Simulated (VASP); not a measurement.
# Ba (Im-3m) in VASP: single point with PBE

Aim: the single point of Ba with PBE.

Everything below comes from runs of VASP 6.6.1. Logs are shortened: lines on timing, memory, paths and dates and some standing lists are left out, and cuts for length are marked.

### 1 The cell of the first run

The structure is cubic, space group Im-3m (No. 229). Conventional cell: a = 5.020 Å, b = 5.020 Å, c = 5.020 Å, α = 90.00°, β = 90.00°, γ = 90.00°. Within 5.7 Å of Ba (site symmetry m-3m) lie 14 Ba at 4.35 to 5.02 Å.

### 2 Single point, PBE, non-collinear spin, zero start, spin-orbit coupling

INCAR

```
SYSTEM = Ba
PREC     = Accurate       ! precision mode
ENCUT    = 520            ! plane-wave cutoff, eV
EDIFF    = 1E-7           ! SCF threshold, eV
ISMEAR   = 0              ! smearing method
SIGMA    = 0.05           ! smearing width, eV
LREAL    = .FALSE.        ! projectors in reciprocal space
LASPH    = .TRUE.         ! aspherical terms in the spheres
NELM     = 150            ! most SCF steps
ALGO     = Normal         ! electronic algorithm
ISIF     = 2              ! what is computed and relaxed
LWAVE    = .FALSE.        ! write WAVECAR
LCHARG   = .TRUE.         ! write CHGCAR
MAGMOM   = 0 0 0          ! initial moments
LORBIT   = 11             ! projections on sites
LSORBIT  = .TRUE.         ! spin-orbit coupling
GGA_COMPAT= .FALSE.      
LORBMOM  = .TRUE.       
GGA      = PE             ! functional
LVHAR    = .TRUE.       
NBANDS   = 21             ! bands
```

KPOINTS

```
regular mesh
0
G
  12 12 12
  0 0 0
```

POSCAR

```
Ba
1.0
   -2.5099866132      2.5099866132      2.5099866132
    2.5099866132     -2.5099866132      2.5099866132
    2.5099866132      2.5099866132     -2.5099866132
Ba
1
Direct
    0.0000000000      0.0000000000      0.0000000000
```

Potentials or basis: VASP PAW PBE potentials, release 64 (Ba_sv).

The run is started by

```console
$ cat potpaw_PBE.64/Ba_sv/POTCAR > POTCAR
$ mpirun -np 1 vasp_ncl > vasp.out
```

OUTCAR:

```text
SYSTEM = Ba
   PREC = Accurate
   ENCUT = 520
   EDIFF = 1E-7
   ISMEAR = 0
   LREAL = .FALSE.
   LASPH = .TRUE.
   NELM = 150
   ISIF = 2
   LORBIT = 11
   LSORBIT = .TRUE.
   GGA = PE

 ion  position               nearest neighbor table
   1  0.000  0.000  0.000-

  LATTYP: Found a body centered cubic cell.
 ALAT       =     5.0199732264

  Lattice vectors:

 A1 = (  -2.5099866132,   2.5099866132,   2.5099866132)
 A2 = (   2.5099866132,  -2.5099866132,   2.5099866132)
 A3 = (   2.5099866132,   2.5099866132,  -2.5099866132)

Analysis of symmetry for initial positions (statically):
=====================================================================
 Subroutine PRICEL returns:
 Original cell was already a primitive cell.

 Routine SETGRP: Setting up the symmetry group for a
 body centered cubic supercell.

 Subroutine GETGRP returns: Found 48 space group operations
 (whereof 48 operations were pure point group operations)
 out of a pool of 48 trial point group operations.

The static configuration has the point symmetry O_h .

Analysis of symmetry for dynamics (positions and initial velocities):
=====================================================================
 Subroutine PRICEL returns:
 Original cell was already a primitive cell.

 Routine SETGRP: Setting up the symmetry group for a
 body centered cubic supercell.

 Subroutine GETGRP returns: Found 48 space group operations
 (whereof 48 operations were pure point group operations)
 out of a pool of 48 trial point group operations.

The dynamic configuration has the point symmetry O_h .

Analysis of structural, dynamic, and magnetic symmetry:
=====================================================================
 Subroutine PRICEL returns:
 Original cell was already a primitive cell.

 Routine SETGRP: Setting up the symmetry group for a
 body centered cubic supercell.

 Subroutine GETGRP returns: Found 48 space group operations
 (whereof 48 operations were pure point group operations)
 out of a pool of 48 trial point group operations.

The overall configuration has the point symmetry O_h .

 Subroutine INISYM returns: Found 48 space group operations
 (whereof 48 operations are pure point group operations),
 and found     1 'primitive' translations

----------------------------------------------------------------------------------------

                                     Primitive cell

  volume of cell :      63.2520

  direct lattice vectors                    reciprocal lattice vectors
    -2.509986613  2.509986613  2.509986613     0.000000000  0.199204250  0.199204250
     2.509986613 -2.509986613  2.509986613     0.199204250  0.000000000  0.199204250
     2.509986613  2.509986613 -2.509986613     0.199204250  0.199204250  0.000000000

  length of vectors
     4.347424340  4.347424340  4.347424340     0.281717352  0.281717352  0.281717352

  position of ions in fractional coordinates (direct lattice)
     0.000000000  0.000000000  0.000000000

  ion indices of the primitive-cell ions
   primitive index   ion index
                 1           1

----------------------------------------------------------------------------------------

 KPOINTS: regular mesh

Automatic generation of k-mesh.
 Grid dimensions read from file:
 generate k-points for:   12   12   12

 Generating k-lattice:

  Cartesian coordinates                     Fractional coordinates (reciprocal lattice)
     0.000000000  0.016600354  0.016600354     0.083333333  0.000000000  0.000000000
     0.016600354  0.000000000  0.016600354     0.000000000  0.083333333  0.000000000
     0.016600354  0.016600354  0.000000000     0.000000000  0.000000000  0.083333333

  Length of vectors
     0.023476446  0.023476446  0.023476446

  Shift w.r.t. Gamma in fractional coordinates (k-lattice)
     0.000000000  0.000000000  0.000000000

 Subroutine IBZKPT returns following result:
 ===========================================

 Found     72 irreducible k-points:

 Following reciprocal coordinates:
[... 38 lines left out ...]
   ISPIN  =      1    spin polarized calculation?
   LNONCOLLINEAR =      T non collinear calculations
   LSORBIT =      T    spin-orbit coupling
   LASPH  =      T    aspherical Exc in radial PAW
   ENCUT  =  520.0 eV  38.22 Ry    6.18 a.u.   8.08  8.08  8.08*2*pi/ulx,y,z
   NELM   =    150;   NELMIN=  2; NELMDL= -5     # of ELM steps
   EDIFF  = 0.1E-06   stopping-criterion for ELM
   LREAL  =      F    real-space projection
   EDIFFG = 0.1E-05   stopping-criterion for IOM
   NSW    =      0    number of steps for IOM
   IBRION =     -1    ionic relax: 0-MD 1-quasi-New 2-CG
   NFREE  =      0    steps in history (QN), initial steepest desc. (CG)
   ISIF   =      2    stress and relaxation
   ISYM   =      2    0-nonsym 1-usesym 2-fastsym
   POTIM  = 0.5000    time-step for ionic-motion
   TEBEG  =    0.0;   TEEND  =   0.0 temperature during run
   PSTRESS=    0.0 pullay stress
   NELECT =      10.0000    total number of electrons
   NUPDOWN=      -1.0000    fix difference up-down
   EMIN   =  10.00;   EMAX   =-10.00  energy-range for DOS
   EFERMI =   0.00;   METHOD = LEGACY
   ISMEAR =     0;   SIGMA  =   0.05  broadening in eV -4-tet -1-fermi 0-gaus
   EFERMI_NEDOS =   21; number of points for ismear=-14 and -15
   IALGO  =     38    algorithm
   IMIX   =      4    mixing-type and parameters
     AMIX     =   0.40;   BMIX     =  1.00
     AMIX_MAG =   1.60;   BMIX_MAG =  1.00
  volume/ion in A,a.u.               =      63.25       426.85
  Fermi-wavevector in a.u.,A,eV,Ry     =   0.885218  1.672819 10.661667  0.783610
  Thomas-Fermi vector in A             =   2.006222
   LORBIT       =     11    0 simple, 1 ext, 2 COOP (PROOUT), +10 PAW based schemes
   GGA     = PE    functional components
   LHFCALC =     F    Hartree Fock is set to
   AEXX    =    0.0000 exact exchange contribution
   IVDW    =     0    specifies the selected vdW correction
   LEPSILON=     F    determine dielectric tensor
   LRPA    =     F    only Hartree local field effects (RPA)
 Gauss-broadening in eV      SIGMA  =   0.05
  energy-cutoff  :      520.00
  volume of cell :       63.25
 maximum number of plane-waves:      3448
   NGX = 17   NGY = 17   NGZ = 17

 number of electron      10.0000000 magnetization       0.0000000      0.0000000      0.0000000

 number of electron      10.0000000 magnetization      -0.0000000      0.0000000     -0.0000000

 number of electron      10.0000000 magnetization       0.0000000     -0.0000000      0.0000000

 Free energy of the ion-electron system (eV)
  ---------------------------------------------------
  ext. energy  EPLUGINS =         0.00000000
  ---------------------------------------------------
  free energy    TOTEN  =        -2.10717002 eV

  energy without entropy =       -2.10543163  energy(sigma->0) =       -2.10630083

 E-fermi :   1.6251     XC(G=0):  -7.3981

 val. band max:        1.6135406598   @ k =  -0.4167   0.5000   0.2500
 cond. band min:       1.6525177319   @ k =  -0.4167  -0.4167   0.1667
 fundamental gap:      0.0389770721
 Fermi energy:         1.6250577624

 k-point     1 :       0.0000    0.0000    0.0000
  band No.  band energies     occupation
      1     -27.2639      1.00000
      2     -27.2639      1.00000
      3     -13.5840      1.00000
      4     -13.5840      1.00000
      5     -11.5775      1.00000
      6     -11.5775      1.00000
[... 565 lines left out ...]
     20       7.0874      0.00000
     21       7.2751      0.00000

 [... further k-points ...]
[... 5 lines left out ...]
  --------------------------------------------------------------------------------------
  -------------------------------------------------------------------------------------
  Total        0.0160771      0.0160771      0.0160771      0.0000000      0.0000000     -0.0000000
  in kB        0.4072331      0.4072331      0.4072331      0.0000000      0.0000000     -0.0000000
  external PRESSURE =       0.4072331 kB  Pullay stress =       0.0000000 kB

 VOLUME and BASIS-vectors are now :
 -----------------------------------------------------------------------------
  energy-cutoff  :      520.00
  volume of cell :       63.25
      direct lattice vectors                 reciprocal lattice vectors
    -2.509986613  2.509986613  2.509986613     0.000000000  0.199204250  0.199204250
     2.509986613 -2.509986613  2.509986613     0.199204250  0.000000000  0.199204250
     2.509986613  2.509986613 -2.509986613     0.199204250  0.199204250  0.000000000

 POSITION                                       TOTAL-FORCE (eV/Angst)
 -----------------------------------------------------------------------------------
      0.00000      0.00000      0.00000        -0.000000      0.000000      0.000000
 -----------------------------------------------------------------------------------
    total drift:                               -0.000000      0.000000      0.000000

  FREE ENERGIE OF THE ION-ELECTRON SYSTEM (eV)
  ---------------------------------------------------
  free  energy   TOTEN  =        -2.1071700250 eV

  energy  without entropy=       -2.1054316261  energy(sigma->0) =       -2.10630083

 orbital moment (x)

 # of ion     p       d       tot
 ----------------------------------------
  1         0.000  -0.000  -0.000
 ----------------------------------------
            0.000  -0.000  -0.000

 orbital moment (y)

 # of ion     p       d       tot
 ----------------------------------------
  1         0.000  -0.000  -0.000
 ----------------------------------------
            0.000  -0.000  -0.000

 orbital moment (z)

 # of ion     p       d       tot
 ----------------------------------------
  1        -0.000   0.000  -0.000
 ----------------------------------------
           -0.000   0.000  -0.000

 Spin-Orbit-Coupling matrix elements

 Ion:    1  E_soc:     -0.3981994
 l=   1
     0.0000000    -0.0662287    -0.0662287
    -0.0662287     0.0000000    -0.0662287
    -0.0662287    -0.0662287     0.0000000
 l=   2
     0.0000000     0.0000124     0.0000000     0.0000124    -0.0001503
     0.0000124     0.0000000    -0.0001127     0.0000124    -0.0000376
     0.0000000    -0.0001127     0.0000000    -0.0001127     0.0000000
     0.0000124     0.0000124    -0.0001127     0.0000000    -0.0000376
    -0.0001503    -0.0000376     0.0000000    -0.0000376     0.0000000
 l=   3
     0.0000000     0.0000000     0.0000000     0.0000000     0.0000000     0.0000000     0.0000000
     0.0000000     0.0000000     0.0000000     0.0000000     0.0000000     0.0000000     0.0000000
     0.0000000     0.0000000     0.0000000     0.0000000     0.0000000     0.0000000     0.0000000
     0.0000000     0.0000000     0.0000000     0.0000000     0.0000000     0.0000000     0.0000000
     0.0000000     0.0000000     0.0000000     0.0000000     0.0000000     0.0000000     0.0000000
     0.0000000     0.0000000     0.0000000     0.0000000     0.0000000     0.0000000     0.0000000
     0.0000000     0.0000000     0.0000000     0.0000000     0.0000000     0.0000000     0.0000000

 total charge

# of ion       s       p       d       tot
------------------------------------------
    1        2.068   5.549   0.272   7.889

 magnetization (x)

# of ion       s       p       d       tot
------------------------------------------
    1       -0.000   0.000   0.000  -0.000

 magnetization (y)

# of ion       s       p       d       tot
------------------------------------------
    1        0.000  -0.000  -0.000   0.000

 magnetization (z)

# of ion       s       p       d       tot
------------------------------------------
    1        0.000  -0.000   0.000   0.000
```

It took 2.6 min on 1 thread of AMD EPYC 7R13 (Zen 3), shared host; peak memory 0.35 GiB.

What came out:

```
Free energy                                           : -2.1072 eV
Pressure                                              : 0.0 GPa
Net moment                                            : 0.00 μB per cell
Valence electrons inside the program's atomic spheres : Ba 7.89
```

Moments on the atoms (μB; x, y, z):
```
Ba  0.00 0.00 0.00
```
